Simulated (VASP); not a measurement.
A run of VASP 6.6.1 is set up as follows.

The input INCAR:

```
PREC = Accurate
ENCUT = 650
EDIFF = 1E-6
ISMEAR = -1
SIGMA = 0.05
LREAL = Auto
LASPH = True
NELM = 120
ALGO = Normal
ISIF = 2
LWAVE = False
LCHARG = False
GGA = PS
NELECT = 278.0
ISYM = -1
NBANDS = 172
GGA_COMPAT = False
```

The input KPOINTS:

```
explicit points
1
Reciprocal
  0.25000000   0.25000000   0.25000000 1
```

POSCAR

```
Li27F28
1.0
    0.0000000000      6.0113880000      6.0113880000
    6.0113880000      0.0000000000      6.0113880000
    6.0113880000      6.0113880000      0.0000000000
F Li
28 27
Direct
    0.5005990000      0.1659200000      0.1685010000
    0.1665510000      0.4984890000      0.5028830000
    0.5035240000      0.8294800000      0.1682540000
    0.5026020000      0.1664480000      0.8342680000
    0.8256690000      0.5050050000      0.5001440000
    0.4951000000      0.8382280000      0.8359130000
    0.1687410000      0.4956910000      0.1715090000
    0.5017890000      0.1699290000      0.4998340000
    0.8365250000      0.5016920000      0.1638180000
    0.1640710000      0.4971380000      0.8415180000
    0.5008790000      0.8367700000      0.4984800000
    0.8295520000      0.5004380000      0.8365850000
    0.1653510000      0.1708820000      0.4976640000
    0.5020430000      0.5020910000      0.1654920000
    0.8344470000      0.1671280000      0.4977340000
    0.1666840000      0.8371540000      0.4956020000
    0.5050750000      0.4989910000      0.8325250000
    0.8382570000      0.8330870000      0.4986290000
    0.1705700000      0.1622880000      0.1641060000
    0.8380880000      0.1631520000      0.1628440000
    0.1641190000      0.8374480000      0.1666020000
    0.1677300000      0.1677050000      0.8322290000
    0.5005900000      0.4977280000      0.4982220000
    0.8320130000      0.8346480000      0.1655400000
    0.8310080000      0.1675640000      0.8371390000
    0.1681650000      0.8300630000      0.8387210000
    0.8334970000      0.8361760000      0.8349380000
    0.4168060000      0.4134880000      0.4201120000
    0.0017500000      0.9983130000      0.9987100000
    0.6656400000      0.9995820000      0.9977160000
    0.9983920000      0.6648220000      0.9975060000
    0.0006520000      0.9987170000      0.6694970000
    0.3353040000      0.3344310000      0.3321010000
    0.6700250000      0.6670420000      0.9990590000
    0.6684300000      0.0038660000      0.6639780000
    0.9976180000      0.6635680000      0.6686840000
    0.6691220000      0.6638630000      0.6679050000
    0.9989230000      0.0025200000      0.3318500000
    0.3298930000      0.3394820000      0.9982100000
    0.6689890000      0.9980820000      0.3345200000
    0.9964230000      0.6697640000      0.3323440000
    0.3323790000      0.3314430000      0.6718830000
    0.6654840000      0.6662730000      0.3300120000
    0.0017920000      0.3332280000      0.9973740000
    0.3365290000      0.0005270000      0.3344300000
    0.6704200000      0.3331540000      0.9955220000
    0.9988890000      0.3328890000      0.6682070000
    0.3359250000      0.6661820000      0.3316350000
    0.6640110000      0.3392990000      0.6667730000
    0.3326180000      0.0030050000      0.0003900000
    0.9962470000      0.3354010000      0.3338860000
    0.3309790000      0.6673570000      0.0010800000
    0.3333780000      0.9996370000      0.6664130000
    0.6615790000      0.3348330000      0.3336380000
    0.3320360000      0.6687040000      0.6633640000
```

Potentials or basis: VASP PAW PBE potentials, release 64 (F, Li_sv).

Command:

```console
$ cat potpaw_PBE.64/F/POTCAR potpaw_PBE.64/Li_sv/POTCAR > POTCAR
$ mpirun -np 1 vasp_std > vasp.out
```

Predict the largest force.

12.097 eV/Å.

Forces on the atoms (eV/Å):
```
F   -0.281 -0.153 -0.045
F    6.053 -5.948 -5.912
F    0.124 -0.190  0.319
F    0.136  0.166 -0.072
F   -0.166  0.208  0.099
F   -0.138  0.102  0.057
F   -0.067 -0.490 -0.006
F   -7.060  7.042 -6.848
F   -0.114  0.091  0.150
F    0.125 -0.114  0.151
F    0.014 -0.028 -0.191
F   -0.088  0.086  0.203
F   -0.056  0.056 -0.454
F   -5.290 -5.347  5.431
F    0.015  0.318  0.121
F    0.361  0.219 -0.033
F    0.108 -0.196 -0.172
F    0.094 -0.026 -0.123
F    0.211 -0.055  0.102
F   -0.045  0.026  0.109
F   -0.089 -0.174 -0.002
F    0.092  0.005 -0.295
F    6.649  6.441  6.624
F   -0.133  0.045  0.037
F   -0.287  0.000  0.090
F   -0.105 -0.300 -0.032
F   -0.164  0.021  0.029
F    0.138 -2.308  0.474
Li   0.173  0.097  0.024
Li   0.224  0.039 -0.027
Li   0.143  0.185 -0.001
Li  -0.078 -0.186  0.119
Li   0.194  0.200  0.154
Li   0.063 -0.129 -0.559
Li  -0.024 -0.488 -0.092
Li  -0.484 -0.088  0.136
Li   0.112 -0.137  0.041
Li  -0.062  0.044 -0.062
Li  -0.048  0.268  0.013
Li   0.449 -0.069  0.026
Li  -0.017  0.514  0.021
Li  -0.391 -0.341  0.304
Li   0.106  0.086 -0.384
Li   0.025  0.000 -0.166
Li  -0.031 -0.041  0.014
Li   0.555  0.068 -0.140
Li  -0.050 -0.038  0.515
Li  -0.258  0.180 -0.332
Li  -0.115 -0.423 -0.046
Li  -0.168  0.042 -0.077
Li   0.023  0.079  0.024
Li   0.019  0.556  0.106
Li   0.027  0.082  0.562
Li   0.033 -0.082 -0.073
Li  -0.456  0.084  0.087
```

Caveat: the cell carries a net charge on a neutralising background, which shifts energy and pressure; the PAW data sets were made with another functional, which shifts forces and pressure a little.
